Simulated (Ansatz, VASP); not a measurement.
## ZrO4 in VASP and in Ansatz

```
Zr O
1.0
     5.35041    0.00000    0.00000
     0.00000    5.44365    0.00000
     0.00000    0.00000    4.04683
Zr O
2 8
Direct
  0.00000 0.00000 0.50000
  0.50000 0.50000 0.00000
  0.25100 0.20393 0.81945
  0.74900 0.79607 0.81945
  0.75100 0.29607 0.68055
  0.24900 0.70393 0.68055
  0.74900 0.79607 0.18055
  0.25100 0.20393 0.18055
  0.24900 0.70393 0.31945
  0.75100 0.29607 0.31945
```

Alike in both runs: functional PBE; k mesh 8 × 8 × 10; occupations gaussian, width 0.01 eV; no spin polarisation.

Ansatz relaxed the structure, and its values are those at the end. VASP's run is a single point on that final structure, the one shown.

|  | VASP | Ansatz |
| --- | --- | --- |
| version | VASP 6.6.1 | Ansatz 0.2.0 |
| potentials or method | VASP PAW PBE potentials, release 64 (Zr_sv, O), cutoff 520 eV | scalar-relativistic, plane waves, PAW |
| valence electrons in the cell | 72 | 72 |

VASP gave:

* gap on the k mesh at the Fermi level (eV): 0.15
* least direct gap on the mesh (eV): 0.66
* pressure (GPa): 0.5
* rms of the force components (eV/Å): 0.105

Problem. Estimate Ansatz's values.

Solution. gap on the k mesh at the Fermi level (eV): 0.18; least direct gap on the mesh (eV): 0.67; pressure (GPa): 0.0; rms of the force components (eV/Å): 0.001.

With one functional, cell and mesh, what is left measures potentials, basis and numerics.
